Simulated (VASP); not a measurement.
# Ni in VASP: single point with PBE

Aim: the single point of Ni with PBE.

All numbers are computed with VASP 6.6.1; they aren't measurements. Logs are shortened: lines on timing, memory, paths and dates and some standing lists are left out, and cuts for length are marked.

## (1) The cell of the first run

The cell holds a sheet with vacuum, 1 atom: a = 2.351 Å, b = 2.351 Å, c = 23.800 Å, α = 90.00°, β = 90.00°, γ = 120.00°.

## (2) Single point, PBE, collinear spin, ferromagnetic start

The input, INCAR:

```
SYSTEM = Ni
PREC = Accurate
ENCUT = 520
EDIFF = 1E-6
ISMEAR = 0
SIGMA = 0.1
LREAL = .False.
LASPH = .True.
NELM = 150
ALGO = Normal
ISIF = 2
LWAVE = .False.
LCHARG = .False.
ISPIN = 2
MAGMOM = 1.01
LORBIT = 11
LMAXMIX = 4
LDIPOL = .True.
IDIPOL = 3
DIPOL = 0.5 0.5 0.294
GGA = PE
NBANDS = 15
```

The input, KPOINTS:

```
Automatic mesh
0
Gamma
  24 24 1
  0 0 0
```

The input, POSCAR:

```
Ni
1.0
    2.3514630703      0.0000002878      0.0000000000
   -1.1757317844      2.0364266111      0.0000000000
    0.0000000000      0.0000000000     23.8000000000
Ni
1
Direct
    0.0000000000      0.0000000000      0.2941176471
```

Potentials or basis: VASP PAW PBE potentials, release 64 (Ni).

The run is started by

```console
$ cat potpaw_PBE.64/Ni/POTCAR > POTCAR
$ mpirun -np 1 vasp_std > vasp.out
```

OUTCAR:

```text
SYSTEM = Ni
   PREC = Accurate
   ENCUT = 520
   EDIFF = 1E-6
   ISMEAR = 0
   LREAL = .False.
   LASPH = .True.
   NELM = 150
   ISIF = 2
   ISPIN = 2
   LORBIT = 11
   GGA = PE

 ion  position               nearest neighbor table
   1  0.000  0.000  0.294-

  LATTYP: Found a hexagonal cell.
 ALAT       =     2.3514630703
 C/A-ratio  =    10.1213581878

  Lattice vectors:

 A1 = (   2.3514630703,   0.0000002878,   0.0000000000)
 A2 = (  -1.1757317844,   2.0364266111,   0.0000000000)
 A3 = (   0.0000000000,   0.0000000000,  23.8000000000)

Analysis of symmetry for initial positions (statically):
=====================================================================
 Subroutine PRICEL returns:
 Original cell was already a primitive cell.

 Routine SETGRP: Setting up the symmetry group for a
 hexagonal supercell.

 Subroutine GETGRP returns: Found 24 space group operations
 (whereof 12 operations were pure point group operations)
 out of a pool of 24 trial point group operations.

The static configuration has the point symmetry C_6v.
 The point group associated with its full space group is D_6h.

Analysis of symmetry for dynamics (positions and initial velocities):
=====================================================================
 Subroutine PRICEL returns:
 Original cell was already a primitive cell.

 Routine SETGRP: Setting up the symmetry group for a
 hexagonal supercell.

 Subroutine GETGRP returns: Found 24 space group operations
 (whereof 12 operations were pure point group operations)
 out of a pool of 24 trial point group operations.

The dynamic configuration has the point symmetry C_6v.
 The point group associated with its full space group is D_6h.

Analysis of structural, dynamic, and magnetic symmetry:
=====================================================================
 Subroutine PRICEL returns:
 Original cell was already a primitive cell.

 Routine SETGRP: Setting up the symmetry group for a
 hexagonal supercell.

 Subroutine GETGRP returns: Found 24 space group operations
 (whereof 12 operations were pure point group operations)
 out of a pool of 24 trial point group operations.

The overall configuration has the point symmetry C_6v.
 The point group associated with its full space group is D_6h.

 Subroutine INISYM returns: Found 24 space group operations
 (whereof 12 operations are pure point group operations),
 and found     1 'primitive' translations

----------------------------------------------------------------------------------------

                                     Primitive cell

  volume of cell :     113.9683

  direct lattice vectors                    reciprocal lattice vectors
[... 139 lines left out ...]

 E-fermi :  -4.0070     XC(G=0):  -2.0070

 val. band max:       -4.0391464622   @ k =   0.3750   0.0833   0.0000
 cond. band min:      -4.0036320346   @ k =   0.2500   0.1250   0.0000
 fundamental gap:      0.0355144277
 Fermi energy:        -4.0069931461

 spin component 1

 k-point     1 :       0.0000    0.0000    0.0000
  band No.  band energies     occupation
      1     -10.1082      1.00000
      2      -6.1907      1.00000
      3      -6.1907      1.00000
      4      -5.9302      1.00000
      5      -4.7631      1.00000
      6      -4.7631      1.00000
      7      -3.1985      0.00000
      8       1.0676      0.00000
      9       1.5161      0.00000
     10       1.5630      0.00000
     11       2.4513      0.00000
     12       2.6947      0.00000
     13       4.0653      0.00000
     14       4.4551      0.00000
[... 403 lines left out ...]
      4      -4.7838      1.00000
      5      -4.2742      0.99992
      6      -1.2913      0.00000
      7       3.8294      0.00000
      8       5.5658      0.00000
      9       8.1779      0.00000
     10       9.2573      0.00000
     11       9.8962      0.00000
     12       9.9828      0.00000
     13      10.7016      0.00000
     14      10.9190      0.00000
     15      11.0696      0.00000

 [... further k-points ...]

 spin component 2

 k-point     1 :       0.0000    0.0000    0.0000
  band No.  band energies     occupation
      1     -10.0786      1.00000
      2      -5.5946      1.00000
      3      -5.4211      1.00000
      4      -5.4211      1.00000
      5      -3.5598      0.00000
      6      -3.5598      0.00000
      7      -3.3094      0.00000
      8       1.0029      0.00000
      9       1.4499      0.00000
     10       1.5716      0.00000
     11       2.4217      0.00000
     12       2.6722      0.00000
     13       4.0360      0.00000
     14       4.4296      0.00000
[... 403 lines left out ...]
      4      -3.9829      0.36692
      5      -3.4565      0.00000
      6      -1.2855      0.00000
      7       4.0584      0.00000
      8       5.5092      0.00000
      9       8.1696      0.00000
     10       9.1707      0.00000
     11       9.9024      0.00000
     12       9.9335      0.00000
     13      10.6278      0.00000
     14      10.8915      0.00000
     15      11.0362      0.00000

 [... further k-points ...]

------------------------ aborting loop because EDIFF is reached ----------------------------------------

 vacuum level on the upper side and lower side of the slab       (xc-potential included)        -0.204        -0.220

  FORCE on cell =-STRESS in cart. coord.  units (eV):
  Direction    XX          YY          ZZ          XY          YZ          ZX
  --------------------------------------------------------------------------------------
  -------------------------------------------------------------------------------------
  Total        0.0026447      0.0026447     -0.0013503     -0.0000000      0.0000000      0.0000000
  in kB        0.0371800      0.0371800     -0.0189822     -0.0000000      0.0000000      0.0000000
  external PRESSURE =       0.0184593 kB  Pullay stress =       0.0000000 kB

 VOLUME and BASIS-vectors are now :
 -----------------------------------------------------------------------------
  energy-cutoff  :      520.00
  volume of cell :      113.97
      direct lattice vectors                 reciprocal lattice vectors
     2.351463070  0.000000288  0.000000000     0.425267121  0.245528156  0.000000000
    -1.175731784  2.036426611  0.000000000    -0.000000060  0.491056208  0.000000000
     0.000000000  0.000000000 23.800000000     0.000000000  0.000000000  0.042016807

 POSITION                                       TOTAL-FORCE (eV/Angst)
 -----------------------------------------------------------------------------------
      0.00000      0.00000      7.00000         0.000000      0.000000     -0.000000
 -----------------------------------------------------------------------------------
    total drift:                                0.000000      0.000000     -0.000104

  FREE ENERGIE OF THE ION-ELECTRON SYSTEM (eV)
  ---------------------------------------------------
  free  energy   TOTEN  =        -4.3042512216 eV

  energy  without entropy=       -4.2958372990  energy(sigma->0) =       -4.30004426

 vacuum level on the upper side and lower side of the slab         1.266         1.273

 total charge

# of ion       s       p       d       tot
------------------------------------------
    1        0.554   0.354   8.290   9.199

 magnetization (x)

# of ion       s       p       d       tot
------------------------------------------
    1       -0.012  -0.026   0.839   0.801
```

OSZICAR:

```text
N       E                     dE             d eps       ncg     rms          rms(c)
DAV:   1     0.462119596650E+02    0.46212E+02   -0.35714E+03  3668   0.484E+02
DAV:   2    -0.345553442815E+01   -0.49667E+02   -0.45230E+02  4123   0.121E+02
DAV:   3    -0.501776117764E+01   -0.15622E+01   -0.15583E+01  4431   0.252E+01
[... 19 lines left out ...]
DAV:  23    -0.430424419769E+01   -0.75495E-05   -0.19137E-07  3772   0.172E-03    0.575E-04
DAV:  24    -0.430424608449E+01   -0.18868E-05   -0.11754E-07  4122   0.104E-03    0.403E-04
DAV:  25    -0.430424927505E+01   -0.31906E-05   -0.15365E-07  3863   0.104E-03    0.249E-04
DAV:  26    -0.430425045671E+01   -0.11817E-05   -0.20627E-08  3866   0.432E-04    0.138E-04
DAV:  27    -0.430425122157E+01   -0.76486E-06   -0.79477E-09  3859   0.283E-04
   1 F= -.43042512E+01 E0= -.43000443E+01  d E =-.841392E-02  mag=     0.7628
```

Wall time 3 min (1 thread of AMD EPYC 9R45 (Zen 5), shared host); peak memory 0.33 GiB.

Results:

```yaml
Free_energy: -4.3043 eV
Net_moment: 0.76 μB per cell
Site_moments: Ni +0.80 μB
Valence_electrons_inside_the_program's_atomic_spheres: Ni 9.20
```
